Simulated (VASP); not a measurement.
# Au (P4/nmm) in VASP: a series of runs

Runs on Au. Level: PBEsol. Tasks: single point.

Program: VASP 6.6.1. These are calculated values, not measurements. Logs are shortened: lines on timing, memory, paths and dates and some standing lists are left out, and cuts for length are marked.

## 1. The cell of the first run

Symmetry: P4/nmm, No. 129, tetragonal system. Conventional cell: a = 2.893 Å, b = 2.893 Å, c = 4.091 Å, α = 90.00°, β = 90.00°, γ = 90.00°. Au (site symmetry 4mm) has 12 Au at 2.82 to 2.96 Å within 3.7 Å.

## 2. Single point, PBEsol (atoms displaced along a vibrational mode)

File INCAR:

```
PREC = Accurate
ENCUT = 520
EDIFF = 1E-6
ISMEAR = 0
SIGMA = 0.15
LREAL = False
LASPH = True
NELM = 60
ALGO = Fast
ISIF = 2
LWAVE = False
LCHARG = False
GGA = PS
NBANDS = 18
```

File KPOINTS:

```
regular mesh
0
Gamma
  16 16 12
```

File POSCAR:

```
Au
1.0
    0.0000000000     -2.0455000000     -2.0455000000
    0.0000000000      2.0455000000     -2.0455000000
    4.0910000000      0.0000000000      0.0000000000
Au
2
Direct
    0.5000000000      0.5000000000      0.5122219506
    0.0000000000      0.0000000000     -0.0122219506
```

Potentials or basis: VASP PAW PBE potentials, release 64 (Au).

Run with:

```bash
$ cat potpaw_PBE.64/Au/POTCAR > POTCAR
$ mpirun -np 1 vasp_std > vasp.out
```

OUTCAR:

```text
PREC = Accurate
   ENCUT = 520
   EDIFF = 1E-6
   ISMEAR = 0
   LREAL = False
   LASPH = True
   NELM = 60
   ISIF = 2
   GGA = PS

 ion  position               nearest neighbor table
   1  0.500  0.500  0.512-   2 2.82   2 2.82   2 2.82   2 2.82   2 2.96   2 2.96   2 2.96   2 2.96

   2  0.000  0.000  0.988-   1 2.82   1 2.82   1 2.82   1 2.82   1 2.96   1 2.96   1 2.96   1 2.96

  LATTYP: Found a simple tetragonal cell.
 ALAT       =     2.8927738418
 C/A-ratio  =     1.4142135624

  Lattice vectors:

 A1 = (   0.0000000000,  -2.0455000000,  -2.0455000000)
 A2 = (   0.0000000000,   2.0455000000,  -2.0455000000)
 A3 = (   4.0910000000,   0.0000000000,   0.0000000000)

Analysis of symmetry for initial positions (statically):
=====================================================================
 Subroutine PRICEL returns:
 Original cell was already a primitive cell.

 Routine SETGRP: Setting up the symmetry group for a
 simple tetragonal supercell.

 Subroutine GETGRP returns: Found 16 space group operations
 (whereof  8 operations were pure point group operations)
 out of a pool of 16 trial point group operations.

The static configuration has the point symmetry C_4v.
 The point group associated with its full space group is D_4h.

Analysis of symmetry for dynamics (positions and initial velocities):
=====================================================================
 Subroutine PRICEL returns:
 Original cell was already a primitive cell.

 Routine SETGRP: Setting up the symmetry group for a
 simple tetragonal supercell.

 Subroutine GETGRP returns: Found 16 space group operations
 (whereof  8 operations were pure point group operations)
 out of a pool of 16 trial point group operations.

The dynamic configuration has the point symmetry C_4v.
 The point group associated with its full space group is D_4h.

 Subroutine INISYM returns: Found 16 space group operations
 (whereof  8 operations are pure point group operations),
 and found     1 'primitive' translations

----------------------------------------------------------------------------------------

                                     Primitive cell

  volume of cell :      34.2341

  direct lattice vectors                    reciprocal lattice vectors
     0.000000000 -2.045500000 -2.045500000     0.000000000 -0.244439012 -0.244439012
[... 85 lines left out ...]
   NELM   =     60;   NELMIN=  2; NELMDL= -5     # of ELM steps
   EDIFF  = 0.1E-05   stopping-criterion for ELM
   LREAL  =      F    real-space projection
   EDIFFG = 0.1E-04   stopping-criterion for IOM
   NSW    =      0    number of steps for IOM
   IBRION =     -1    ionic relax: 0-MD 1-quasi-New 2-CG
   NFREE  =      0    steps in history (QN), initial steepest desc. (CG)
   ISIF   =      2    stress and relaxation
   ISYM   =      2    0-nonsym 1-usesym 2-fastsym
   POTIM  = 0.5000    time-step for ionic-motion
   TEBEG  =    0.0;   TEEND  =   0.0 temperature during run
   PSTRESS=    0.0 pullay stress
   NELECT =      22.0000    total number of electrons
   NUPDOWN=      -1.0000    fix difference up-down
   EMIN   =  10.00;   EMAX   =-10.00  energy-range for DOS
   EFERMI =   0.00;   METHOD = LEGACY
   ISMEAR =     0;   SIGMA  =   0.15  broadening in eV -4-tet -1-fermi 0-gaus
   EFERMI_NEDOS =   21; number of points for ismear=-14 and -15
   IALGO  =     68    algorithm
   IMIX   =      4    mixing-type and parameters
     AMIX     =   0.40;   BMIX     =  1.00
     AMIX_MAG =   1.60;   BMIX_MAG =  1.00
  volume/ion in A,a.u.               =      17.12       115.51
  Fermi-wavevector in a.u.,A,eV,Ry     =   1.412742  2.669696 27.155058  1.995840
  Thomas-Fermi vector in A             =   2.534459
   LORBIT       =      0    0 simple, 1 ext, 2 COOP (PROOUT), +10 PAW based schemes
   GGA     = PS    functional components
   LHFCALC =     F    Hartree Fock is set to
   AEXX    =    0.0000 exact exchange contribution
   IVDW    =     0    specifies the selected vdW correction
   LEPSILON=     F    determine dielectric tensor
   LRPA    =     F    only Hartree local field effects (RPA)
 non-spin polarized calculation
 RMM-DIIS sequential band-by-band and
 Gauss-broadening in eV      SIGMA  =   0.15
  energy-cutoff  :      520.00
  volume of cell :       34.23
 maximum number of plane-waves:       937
 NGX is ok and might be reduce to    24
   NGX = 11   NGY = 11   NGZ = 15

 number of electron      22.0000003 magnetization

 Free energy of the ion-electron system (eV)
  ---------------------------------------------------
  ext. energy  EPLUGINS =         0.00000000
  ---------------------------------------------------
  free energy    TOTEN  =        -7.81199003 eV

  energy without entropy =       -7.80634235  energy(sigma->0) =       -7.80916619

 E-fermi :   9.2070     XC(G=0): -12.8542

 val. band max:        9.2037263774   @ k =   0.5000   0.1875   0.0833
 cond. band min:       9.2209931795   @ k =   0.5000   0.1250   0.2500
 fundamental gap:      0.0172668020
 Fermi energy:         9.2069691499

 k-point     1 :       0.0000    0.0000    0.0000
  band No.  band energies     occupation
      1      -0.6779      2.00000
      2       2.1595      2.00000
      3       2.4635      2.00000
      4       4.5331      2.00000
      5       4.5331      2.00000
      6       4.5644      2.00000
[... 481 lines left out ...]
      5       4.1559      2.00000
      6       4.1559      2.00000
[... 10 lines left out ...]
     17      23.5348      0.00000
     18      23.5348      0.00000

 [... further k-points ...]

------------------------ aborting loop because EDIFF is reached ----------------------------------------

  FORCE on cell =-STRESS in cart. coord.  units (eV):
  Direction    XX          YY          ZZ          XY          YZ          ZX
  --------------------------------------------------------------------------------------
  -------------------------------------------------------------------------------------
  Total       -0.1258395     -0.0382082     -0.0382082     -0.0000000      0.0000000      0.0000000
  in kB       -5.8893727     -1.7881692     -1.7881692     -0.0000000      0.0000000      0.0000000
  external PRESSURE =      -3.1552370 kB  Pullay stress =       0.0000000 kB

 VOLUME and BASIS-vectors are now :
 -----------------------------------------------------------------------------
  energy-cutoff  :      520.00
  volume of cell :       34.23
      direct lattice vectors                 reciprocal lattice vectors
     0.000000000 -2.045500000 -2.045500000     0.000000000 -0.244439012 -0.244439012
     0.000000000  2.045500000 -2.045500000     0.000000000  0.244439012 -0.244439012
     4.091000000  0.000000000  0.000000000     0.244439012  0.000000000  0.000000000

 POSITION                                       TOTAL-FORCE (eV/Angst)
 -----------------------------------------------------------------------------------
      2.09550      0.00000     -2.04550        -0.782353      0.000000      0.000000
      4.04100      0.00000      0.00000         0.782353     -0.000000     -0.000000
 -----------------------------------------------------------------------------------
    total drift:                                0.000000      0.000000     -0.000000

  FREE ENERGIE OF THE ION-ELECTRON SYSTEM (eV)
  ---------------------------------------------------
  free  energy   TOTEN  =        -7.8119900319 eV

  energy  without entropy=       -7.8063423478  energy(sigma->0) =       -7.80916619
```

stdout:

```text
POSCAR found type information on POSCAR Au
 POSCAR found :  1 types and       2 ions
 scaLAPACK will be used
 -----------------------------------------------------------------------------
|                                                                             |
|                                                                             |
|     You enforced a specific xc type in the INCAR file but a different       |
|     I HOPE YOU KNOW WHAT YOU ARE DOING!                                     |
|                                                                             |
 -----------------------------------------------------------------------------

 LDA part: xc-table for (Slater+PW92), standard interpolation
 POSCAR, INCAR and KPOINTS ok, starting setup
 FFT: planning ... GRIDC
 FFT: planning ... GRID_SOFT
 FFT: planning ... GRID
 WAVECAR not read
 entering main loop
```

Run time: 2.8 min. Hardware: 1 thread of Intel Xeon 8259CL, shared host; peak memory 0.27 GiB.

Results:

```yaml
Free_energy: -7.8120 eV
Pressure: -0.3 GPa
Largest_force: 0.782 eV/Å
Band_gap_on_the_k_mesh: zero (bands 11 and 12 overlap by 7.15 eV)
```

Forces in eV/Å, atoms in the order of the input:
```
Au  -0.782  0.000  0.000
Au   0.782  0.000  0.000
```

Caveat: the cell differs from its parent crystal (atoms displaced along a vibrational mode); the PAW data sets were made with another functional, which shifts forces and pressure a little; spin-orbit coupling is left out, which moves the levels of the heavy elements.

## 3. Single point, PBEsol (atoms displaced along a vibrational mode)

File INCAR:

```
SYSTEM = Au
  PREC = Accurate
  ENCUT = 520
  EDIFF = 1E-6
  ISMEAR = 0
  SIGMA = 0.15
  LREAL = .False.
  LASPH = .True.
  NELM = 60
  ALGO = Fast
  ISIF = 2
  LWAVE = .False.
  LCHARG = .False.
  GGA = PS
  NBANDS = 18
```

File KPOINTS:

```
regular mesh
0
Gamma
  16 16 12
  0 0 0
```

File POSCAR:

```
Au
1.0
    0.0000000000     -2.0455000000     -2.0455000000
    0.0000000000      2.0455000000     -2.0455000000
    4.0910000000      0.0000000000      0.0000000000
Au
2
Direct
    0.5000000000      0.5000000000      0.5061109753
    0.0000000000      0.0000000000     -0.0061109753
```

Potentials or basis: VASP PAW PBE potentials, release 64 (Au).

Run with:

```bash
$ cat potpaw_PBE.64/Au/POTCAR > POTCAR
$ mpirun -np 1 vasp_std > vasp.out
```

It took 2.8 min on 1 thread of Intel Xeon 8259CL, shared host; peak memory 0.27 GiB.

Results (log left out):

- Free energy: -7.8412 eV
- Pressure: -1.0 GPa
- Largest force: 0.388 eV/Å
- Band gap on the k mesh: zero (bands 11 and 12 overlap by 7.22 eV)

Forces in eV/Å, atoms in the order of the input:
```
Au  -0.388  0.000  0.000
Au   0.388  0.000  0.000
```

Stress tensor (GPa, compression positive):
```
-1.31  0.00  0.00
 0.00 -0.88  0.00
 0.00  0.00 -0.88
```

Levels at points of the mesh, in eV from the Fermi level:
```csv
k point,band 8,band 9,band 10,band 11,band 12,band 13,band 14,band 15
"(0.00, 0.00, 0.00)",-3.14,-1.99,-1.63,-1.63,0.98,5.69,9.94,9.94
"(0.50, 0.00, 0.00)",-3.78,-3.13,-3.13,-0.29,-0.29,8.42,8.42,10.23
"(0.50, 0.50, 0.00)",-1.63,-1.63,-1.63,0.96,0.96,5.70,5.70,9.95
"(0.00, 0.00, 0.50)",-3.55,-3.33,-3.33,-2.68,-2.51,14.57,14.57,14.86
"(0.50, 0.00, 0.50)",-1.96,-1.94,-1.94,-1.01,-1.01,3.02,3.02,13.95
"(0.50, 0.50, 0.50)",-3.29,-1.63,-1.63,4.65,4.65,6.05,6.05,6.45
```

Caveat: the cell differs from its parent crystal (atoms displaced along a vibrational mode); the PAW data sets were made with another functional, which shifts forces and pressure a little; spin-orbit coupling is left out, which moves the levels of the heavy elements.
